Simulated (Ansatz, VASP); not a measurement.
## Two plane-wave programs on SiO2

```xyz
12
Lattice="-4.4553 4.4553 2.6074 4.4553 -4.4553 2.6074 4.4553 4.4553 -2.6074" Properties=species:S:1:pos:R:3 pbc="T T T"
Si    1.5766    1.5766    0.0000
Si   -2.8787    2.8787    2.6074
Si    2.8787   -2.8787    2.6074
Si    2.8787    2.8787    2.6074
O     2.2277    2.2277    1.3037
O     2.2277   -2.2277    1.3037
O    -2.2277    2.2277    1.3037
O     2.2277    2.2277   -1.3037
O     1.8618    0.0000    0.0000
O     0.0000    7.0488    0.0000
O     0.0000    1.8618    0.0000
O     7.0488    0.0000    0.0000
```

Alike in both runs: task single point; functional LDA; k mesh 6 × 6 × 6; occupations gaussian, width 0.05 eV; no spin polarisation.

|  | VASP | Ansatz |
| --- | --- | --- |
| version | VASP 6.6.1 | Ansatz 0.2.0 |
| potentials or method | VASP PAW LDA potentials, release 64 (Si, O), cutoff 520 eV | scalar-relativistic, plane waves, PAW |
| valence electrons in the cell | 64 | 64 |

Ansatz gave:

* gap on the k mesh at the Fermi level (eV): 5.35
* least direct gap on the mesh (eV): 5.35
* pressure (GPa): 0.0
* rms of the force components (eV/Å): 0.000

Problem. Estimate VASP's values.

Solution. gap on the k mesh at the Fermi level (eV): 5.34; least direct gap on the mesh (eV): 5.34; pressure (GPa): 0.4; rms of the force components (eV/Å): 0.010.

LDA's correlation is that of Perdew and Zunger in VASP and of Perdew and Wang (1992) in Ansatz. Atom by atom the forces differ by 0.010 eV/Å (rms over components).
